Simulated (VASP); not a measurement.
# ScAlN2 (I4_1/amd) in VASP: a series of runs

The runs below take ScAlN2 through single point, with PBEsol.

All numbers are computed with VASP 6.6.1; they aren't measurements. Logs are shortened: lines on timing, memory, paths and dates and some standing lists are left out, and cuts for length are marked.

### Step 1. The cell of the first run

The structure is tetragonal, space group I4_1/amd (No. 141). Conventional cell: a = 4.350 Å, b = 4.350 Å, c = 8.346 Å, α = 90.00°, β = 90.00°, γ = 90.00°. Sc (site symmetry -4m2) has 6 N at 2.18 Å within 2.9 Å. Within 2.6 Å of Al (site symmetry -4m2) lie 6 N at 1.99 to 2.18 Å. N (site symmetry 2mm) has 3 Al at 1.99 to 2.18 Å and 3 Sc at 2.18 Å within 2.6 Å.

### Step 2. Single point, PBEsol

INCAR

```
PREC = Accurate
ENCUT = 520
EDIFF = 1E-6
ISMEAR = 0
SIGMA = 0.05
LREAL = False
LASPH = True
NELM = 100
ALGO = Normal
ISIF = 2
LWAVE = False
LCHARG = False
GGA = PS
NBANDS = 34
```

KPOINTS

```
Automatic mesh
0
Gamma
  8 8 8
```

POSCAR

```
ScAlN2
1.0
   -2.1748475949      2.1748475949      4.1732326356
    2.1748475949     -2.1748475949      4.1732326356
    2.1748475949      2.1748475949     -4.1732326356
Sc Al N
2 2 4
Direct
    0.7500000000      0.2500000000      0.5000000000
    0.0000000000      0.0000000000      0.0000000000
    0.2500000000      0.7500000000      0.5000000000
    0.5000000000      0.5000000000      0.0000000000
    0.4885064509      0.9885064509      0.5000000000
    0.2614935491      0.2614935491      0.0000000000
    0.0114935491      0.5114935491      0.5000000000
    0.7385064509      0.7385064509      0.0000000000
```

Potentials or basis: VASP PAW PBE potentials, release 64 (Sc_sv, Al, N).

Started as:

```
$ cat potpaw_PBE.64/Sc_sv/POTCAR potpaw_PBE.64/Al/POTCAR potpaw_PBE.64/N/POTCAR > POTCAR
$ mpirun -np 1 vasp_std > vasp.out
```

OUTCAR:

```text
PREC = Accurate
   ENCUT = 520
   EDIFF = 1E-6
   ISMEAR = 0
   LREAL = False
   LASPH = True
   NELM = 100
   ISIF = 2
   GGA = PS

 ion  position               nearest neighbor table
   1  0.750  0.250  0.500-   6 2.18   8 2.18   6 2.18   8 2.18   7 2.18   5 2.18   2 3.01   2 3.01
                             2 3.01   4 3.01   4 3.01   4 3.01   4 3.01   2 3.01   3 3.08   3 3.08
   2  0.000  0.000  0.000-   7 2.18   5 2.18   7 2.18   5 2.18   6 2.18   8 2.18   1 3.01   1 3.01
                             1 3.01   3 3.01   3 3.01   1 3.01   3 3.01   3 3.01   4 3.08   4 3.08
   3  0.250  0.750  0.500-   5 1.99   7 1.99   6 2.18   8 2.18   6 2.18   8 2.18   2 3.01   2 3.01
                             2 3.01   4 3.01   4 3.01   2 3.01   4 3.01   4 3.01   1 3.08   1 3.08
   4  0.500  0.500  0.000-   6 1.99   8 1.99   7 2.18   5 2.18   7 2.18   5 2.18   1 3.01   1 3.01
                             1 3.01   3 3.01   3 3.01   3 3.01   3 3.01   1 3.01   2 3.08   2 3.08
   5  0.489  0.989  0.500-   3 1.99   4 2.18   2 2.18   2 2.18   4 2.18   1 2.18
   6  0.261  0.261  0.000-   4 1.99   3 2.18   1 2.18   3 2.18   1 2.18   2 2.18
   7  0.011  0.511  0.500-   3 1.99   2 2.18   4 2.18   2 2.18   4 2.18   1 2.18
   8  0.739  0.739  0.000-   4 1.99   1 2.18   3 2.18   1 2.18   3 2.18   2 2.18

  LATTYP: Found a body centered tetragonal cell.
 ALAT       =     4.3496951898
 C/A-ratio  =     1.9188621057

  Lattice vectors:

 A1 = (  -2.1748475949,   2.1748475949,   4.1732326356)
 A2 = (   2.1748475949,  -2.1748475949,   4.1732326356)
 A3 = (   2.1748475949,   2.1748475949,  -4.1732326356)

Analysis of symmetry for initial positions (statically):
=====================================================================
 Subroutine PRICEL returns:
 Original cell was already a primitive cell.

 Routine SETGRP: Setting up the symmetry group for a
 body centered tetragonal supercell.

 Subroutine GETGRP returns: Found 16 space group operations
 (whereof  8 operations were pure point group operations)
 out of a pool of 16 trial point group operations.

The static configuration has the point symmetry D_2d.
 The point group associated with its full space group is D_4h.

Analysis of symmetry for dynamics (positions and initial velocities):
=====================================================================
 Subroutine PRICEL returns:
 Original cell was already a primitive cell.

 Routine SETGRP: Setting up the symmetry group for a
 body centered tetragonal supercell.

 Subroutine GETGRP returns: Found 16 space group operations
 (whereof  8 operations were pure point group operations)
 out of a pool of 16 trial point group operations.

The dynamic configuration has the point symmetry D_2d.
 The point group associated with its full space group is D_4h.

 Subroutine INISYM returns: Found 16 space group operations
 (whereof  8 operations are pure point group operations),
 and found     1 'primitive' translations

----------------------------------------------------------------------------------------

                                     Primitive cell

  volume of cell :      78.9569

  direct lattice vectors                    reciprocal lattice vectors
    -2.174847595  2.174847595  4.173232636     0.000000000  0.229901167  0.119811198
     2.174847595 -2.174847595  4.173232636     0.229901167  0.000000000  0.119811198
     2.174847595  2.174847595 -4.173232636     0.229901167  0.229901167  0.000000000

  length of vectors
     5.184186991  5.184186991  5.184186991     0.259247507  0.259247507  0.325129348

  position of ions in fractional coordinates (direct lattice)
     0.750000000  0.250000000  0.500000000
     0.000000000  0.000000000  0.000000000
     0.250000000  0.750000000  0.500000000
     0.500000000  0.500000000  0.000000000
     0.488506451  0.988506451  0.500000000
     0.261493549  0.261493549  0.000000000
     0.011493549  0.511493549  0.500000000
     0.738506451  0.738506451  0.000000000

  ion indices of the primitive-cell ions
   primitive index   ion index
                 1           1
                 2           2
                 3           3
                 4           4
                 5           5
                 6           6
                 7           7
                 8           8

----------------------------------------------------------------------------------------

 KPOINTS: Automatic mesh

Automatic generation of k-mesh.
 Grid dimensions read from file:
 generate k-points for:    8    8    8

 Generating k-lattice:

  Cartesian coordinates                     Fractional coordinates (reciprocal lattice)
     0.000000000  0.028737646  0.014976400     0.125000000 -0.000000000  0.000000000
     0.028737646  0.000000000  0.014976400    -0.000000000  0.125000000  0.000000000
     0.028737646  0.028737646  0.000000000     0.000000000  0.000000000  0.125000000

  Length of vectors
     0.032405938  0.032405938  0.040641169

  Shift w.r.t. Gamma in fractional coordinates (k-lattice)
     0.000000000  0.000000000  0.000000000

 Subroutine IBZKPT returns following result:
 ===========================================

 Found     59 irreducible k-points:

 Following reciprocal coordinates:
            Coordinates               Weight
  0.000000  0.000000  0.000000      1.000000
  0.125000  0.000000  0.000000      8.000000
  0.250000  0.000000  0.000000      8.000000
  0.375000  0.000000 -0.000000      8.000000
  0.500000  0.000000  0.000000      4.000000
  0.125000  0.125000  0.000000      8.000000
[... 16 lines left out ...]
  0.250000  0.125000  0.125000     16.000000
  0.375000  0.125000  0.125000      8.000000
 [... further k-points ...]
   k-points           NKPTS =     59   k-points in BZ     NKDIM =     59   number of bands    NBANDS=     34
   number of dos      NEDOS =    301   number of ions     NIONS =      8
   total plane-waves  NPLWV =  64000
   dimension x,y,z NGX =    40 NGY =   40 NGZ =   40
   dimension x,y,z NGXF=    80 NGYF=   80 NGZF=   80
   ions per type =               2   2   4
   NGX,Y,Z   is equivalent  to a cutoff of  12.83, 12.83, 12.83 a.u.
   NGXF,Y,Z  is equivalent  to a cutoff of  25.65, 25.65, 25.65 a.u.
 SYSTEM =  unknown system
   PREC   = accura    normal or accurate (medium, high low for compatibility)
   ISTART =      0    job   : 0-new  1-cont  2-samecut
   ICHARG =      2    charge: 1-file 2-atom 10-const
   ISPIN  =      1    spin polarized calculation?
   LNONCOLLINEAR =      F non collinear calculations
   LSORBIT =      F    spin-orbit coupling
   LASPH  =      T    aspherical Exc in radial PAW
   ENCUT  =  520.0 eV  38.22 Ry    6.18 a.u.   9.64  9.64  9.64*2*pi/ulx,y,z
   NELM   =    100;   NELMIN=  2; NELMDL= -5     # of ELM steps
   EDIFF  = 0.1E-05   stopping-criterion for ELM
   LREAL  =      F    real-space projection
   EDIFFG = 0.1E-04   stopping-criterion for IOM
   NSW    =      0    number of steps for IOM
   IBRION =     -1    ionic relax: 0-MD 1-quasi-New 2-CG
   NFREE  =      0    steps in history (QN), initial steepest desc. (CG)
   ISIF   =      2    stress and relaxation
   ISYM   =      2    0-nonsym 1-usesym 2-fastsym
   POTIM  = 0.5000    time-step for ionic-motion
   TEBEG  =    0.0;   TEEND  =   0.0 temperature during run
   PSTRESS=    0.0 pullay stress
   NELECT =      48.0000    total number of electrons
   NUPDOWN=      -1.0000    fix difference up-down
   EMIN   =  10.00;   EMAX   =-10.00  energy-range for DOS
   EFERMI =   0.00;   METHOD = LEGACY
   ISMEAR =     0;   SIGMA  =   0.05  broadening in eV -4-tet -1-fermi 0-gaus
   EFERMI_NEDOS =   21; number of points for ismear=-14 and -15
   IALGO  =     38    algorithm
   IMIX   =      4    mixing-type and parameters
     AMIX     =   0.40;   BMIX     =  1.00
     AMIX_MAG =   1.60;   BMIX_MAG =  1.00
  volume/ion in A,a.u.               =       9.87        66.60
  Fermi-wavevector in a.u.,A,eV,Ry     =   1.386836  2.620740 26.168284  1.923315
  Thomas-Fermi vector in A             =   2.511114
   LORBIT       =      0    0 simple, 1 ext, 2 COOP (PROOUT), +10 PAW based schemes
   GGA     = PS    functional components
   LHFCALC =     F    Hartree Fock is set to
   AEXX    =    0.0000 exact exchange contribution
   IVDW    =     0    specifies the selected vdW correction
   LEPSILON=     F    determine dielectric tensor
   LRPA    =     F    only Hartree local field effects (RPA)
 non-spin polarized calculation
 Gauss-broadening in eV      SIGMA  =   0.05
  energy-cutoff  :      520.00
  volume of cell :       78.96
 maximum number of plane-waves:      2148
   NGX = 19   NGY = 19   NGZ = 19

 number of electron      47.9999996 magnetization

 Free energy of the ion-electron system (eV)
  ---------------------------------------------------
  ext. energy  EPLUGINS =         0.00000000
  ---------------------------------------------------
  free energy    TOTEN  =       -68.47539537 eV

  energy without entropy =      -68.47539537  energy(sigma->0) =      -68.47539537

 E-fermi :   7.8378     XC(G=0): -12.2608

 val. band max:        7.4510962537   @ k =   0.0000   0.0000   0.0000
 cond. band min:       8.2926177696   @ k =   0.5000   0.5000   0.5000
 fundamental gap:      0.8415215160
 Fermi energy:         7.8378276687

 k-point     1 :       0.0000    0.0000    0.0000
  band No.  band energies     occupation
      1     -40.3396      2.00000
      2     -40.2160      2.00000
      3     -19.3937      2.00000
      4     -19.2229      2.00000
      5     -19.2229      2.00000
      6     -19.0479      2.00000
[... 26 lines left out ...]
     33      12.3774      0.00000
     34      12.8354      0.00000

 k-point     2 :       0.1250    0.0000    0.0000
  band No.  band energies     occupation
      1     -40.3360      2.00000
      2     -40.2194      2.00000
      3     -19.3956      2.00000
      4     -19.2436      2.00000
      5     -19.2279      2.00000
      6     -19.0493      2.00000
[... 26 lines left out ...]
     33      12.6776      0.00000
     34      13.2419      0.00000

 k-point     3 :       0.2500    0.0000    0.0000
  band No.  band energies     occupation
      1     -40.3263      2.00000
      2     -40.2286      2.00000
      3     -19.4019      2.00000
      4     -19.2902      2.00000
      5     -19.2389      2.00000
      6     -19.0476      2.00000
[... 26 lines left out ...]
     33      12.9201      0.00000
     34      13.8043      0.00000

 k-point     4 :       0.3750    0.0000   -0.0000
  band No.  band energies     occupation
      1     -40.3142      2.00000
      2     -40.2401      2.00000
      3     -19.4089      2.00000
      4     -19.3357      2.00000
      5     -19.2486      2.00000
      6     -19.0371      2.00000
[... 26 lines left out ...]
     33      13.7787      0.00000
     34      14.1385      0.00000

 k-point     5 :       0.5000    0.0000    0.0000
  band No.  band energies     occupation
      1     -40.3079      2.00000
      2     -40.2462      2.00000
      3     -19.4111      2.00000
      4     -19.3554      2.00000
      5     -19.2524      2.00000
      6     -19.0294      2.00000
[... 621 lines left out ...]
 k-point    22 :       0.1250    0.1250    0.1250
  band No.  band energies     occupation
      1     -40.3173      2.00000
      2     -40.2366      2.00000
      3     -19.4164      2.00000
      4     -19.3437      2.00000
      5     -19.2294      2.00000
      6     -19.0978      2.00000
[... 26 lines left out ...]
     33      14.2576      0.00000
     34      14.2848      0.00000

 k-point    23 :       0.2500    0.1250    0.1250
  band No.  band energies     occupation
      1     -40.3052      2.00000
      2     -40.2482      2.00000
      3     -19.4211      2.00000
      4     -19.3833      2.00000
      5     -19.2327      2.00000
      6     -19.1094      2.00000
[... 26 lines left out ...]
     33      14.2454      0.00000
     34      14.5778      0.00000

 k-point    24 :       0.3750    0.1250    0.1250
  band No.  band energies     occupation
      1     -40.2984      2.00000
      2     -40.2548      2.00000
      3     -19.4227      2.00000
      4     -19.4002      2.00000
      5     -19.2341      2.00000
      6     -19.1124      2.00000
[... 26 lines left out ...]
     33      14.2997      0.00000
     34      14.8502      0.00000

 [... further k-points ...]

------------------------ aborting loop because EDIFF is reached ----------------------------------------

  FORCE on cell =-STRESS in cart. coord.  units (eV):
  Direction    XX          YY          ZZ          XY          YZ          ZX
  --------------------------------------------------------------------------------------
  -------------------------------------------------------------------------------------
  Total        0.3391143      0.3391143      0.3603909      0.0000000     -0.0000000      0.0000000
  in kB        6.8812362      6.8812362      7.3129757      0.0000000     -0.0000000      0.0000000
  external PRESSURE =       7.0251494 kB  Pullay stress =       0.0000000 kB

 VOLUME and BASIS-vectors are now :
 -----------------------------------------------------------------------------
  energy-cutoff  :      520.00
  volume of cell :       78.96
      direct lattice vectors                 reciprocal lattice vectors
    -2.174847595  2.174847595  4.173232636     0.000000000  0.229901167  0.119811198
     2.174847595 -2.174847595  4.173232636     0.229901167  0.000000000  0.119811198
     2.174847595  2.174847595 -4.173232636     0.229901167  0.229901167  0.000000000

 POSITION                                       TOTAL-FORCE (eV/Angst)
 -----------------------------------------------------------------------------------
      0.00000      2.17485      2.08662        -0.000000     -0.000000     -0.000000
      0.00000      0.00000      0.00000        -0.000000     -0.000000     -0.000000
      2.17485      0.00000      2.08662        -0.000000     -0.000000     -0.000000
      0.00000      0.00000      4.17323        -0.000000     -0.000000     -0.000000
      2.17485      0.00000      4.07730        -0.000000      0.000000     -0.040350
      0.00000      0.00000      2.18255         0.000000     -0.000000      0.040350
      2.17485      0.00000      0.09593        -0.000000      0.000000      0.040350
      0.00000      0.00000      6.16392         0.000000     -0.000000     -0.040350
 -----------------------------------------------------------------------------------
    total drift:                               -0.000000      0.000000     -0.000000

  FREE ENERGIE OF THE ION-ELECTRON SYSTEM (eV)
  ---------------------------------------------------
  free  energy   TOTEN  =       -68.4753953743 eV

  energy  without entropy=      -68.4753953743  energy(sigma->0) =      -68.47539537
```

Wall time 4.6 min (1 thread of Intel Xeon Platinum 8259CL at 2.50GHz (Skylake/Cascade Lake), shared host); peak memory 0.32 GiB.

Results:

```
Free energy            : -68.4754 eV
Pressure               : 0.7 GPa
Largest force          : 0.040 eV/Å
Band gap on the k mesh : 0.84 eV, indirect (least direct gap 0.93 eV)
```

Forces in eV/Å, atoms in the order of the input:
```
Sc   0.000  0.000  0.000
Sc   0.000  0.000  0.000
Al   0.000  0.000  0.000
Al   0.000  0.000  0.000
N    0.000  0.000 -0.040
N    0.000  0.000  0.040
N    0.000  0.000  0.040
N    0.000  0.000 -0.040
```

Levels at points of the mesh, in eV from the valence-band top:
```tsv
k point	band 21	band 22	band 23	band 24	band 25	band 26	band 27	band 28
(0.00, 0.00, 0.00)	-1.19	-0.42	0.00	0.00	0.93	2.88	2.88	3.88
(0.50, 0.00, 0.00)	-1.70	-1.33	-1.20	-1.03	2.31	3.96	4.09	4.64
(0.50, 0.50, 0.00)	-2.11	-2.11	-1.39	-1.39	4.48	4.48	4.59	4.59
(0.50, 0.50, 0.50)	-0.94	-0.94	-0.84	-0.84	0.84	0.84	2.23	2.23
```

Caveat: the PAW data sets were made with another functional, which shifts forces and pressure a little.

### Step 3. Single point, PBEsol

INCAR

```
PREC     = Accurate       # precision mode
ENCUT    = 520            # plane-wave cutoff, eV
EDIFF    = 1E-7           # SCF threshold, eV
ISMEAR   = 0              # smearing method
SIGMA    = 0.02           # smearing width, eV
LREAL    = False          # projectors in reciprocal space
LASPH    = True           # aspherical terms in the spheres
NELM     = 100            # most SCF steps
ALGO     = Normal         # electronic algorithm
ISIF     = 2              # what is computed and relaxed
LWAVE    = False          # write WAVECAR
LCHARG   = False          # write CHGCAR
GGA      = PS             # functional
NBANDS   = 34             # bands
```

KPOINTS

```
regular mesh
0
Gamma
  10 10 10
```

POSCAR is that of step 2.

Potentials or basis: VASP PAW PBE potentials, release 64 (Sc_sv, Al, N).

Started as:

```
$ cat potpaw_PBE.64/Sc_sv/POTCAR potpaw_PBE.64/Al/POTCAR potpaw_PBE.64/N/POTCAR > POTCAR
$ mpirun -np 1 vasp_std > vasp.out
```

It took 7.3 min on 1 thread of Intel Xeon Platinum 8259CL at 2.50GHz (Skylake/Cascade Lake), shared host; peak memory 0.4 GiB.

The run converged. Its results:

```
Free energy            : -68.4754 eV
Pressure               : 0.7 GPa
Largest force          : 0.041 eV/Å
Band gap on the k mesh : 0.84 eV, indirect (least direct gap 0.93 eV)
```

Forces in eV/Å, atoms in the order of the input:
```
Sc   0.000  0.000  0.000
Sc   0.000  0.000  0.000
Al   0.000  0.000  0.000
Al   0.000  0.000  0.000
N    0.000  0.000 -0.041
N    0.000  0.000  0.041
N    0.000  0.000  0.041
N    0.000  0.000 -0.041
```

Levels at points of the mesh, in eV from the valence-band top:
| k point | band 22 | band 23 | band 24 | band 25 | band 26 | band 27 |
| --- | --- | --- | --- | --- | --- | --- |
| (0.00, 0.00, 0.00) | -0.42 | 0.00 | 0.00 | 0.93 | 2.88 | 2.88 |
| (0.50, 0.00, 0.00) | -1.33 | -1.20 | -1.03 | 2.31 | 3.96 | 4.09 |
| (0.50, 0.50, 0.00) | -2.11 | -1.39 | -1.39 | 4.48 | 4.48 | 4.59 |
| (0.50, 0.50, 0.50) | -0.94 | -0.84 | -0.84 | 0.84 | 0.84 | 2.23 |

Caveat: the PAW data sets were made with another functional, which shifts forces and pressure a little. A k mesh can miss the band edges.

[end of part 1 of 2]
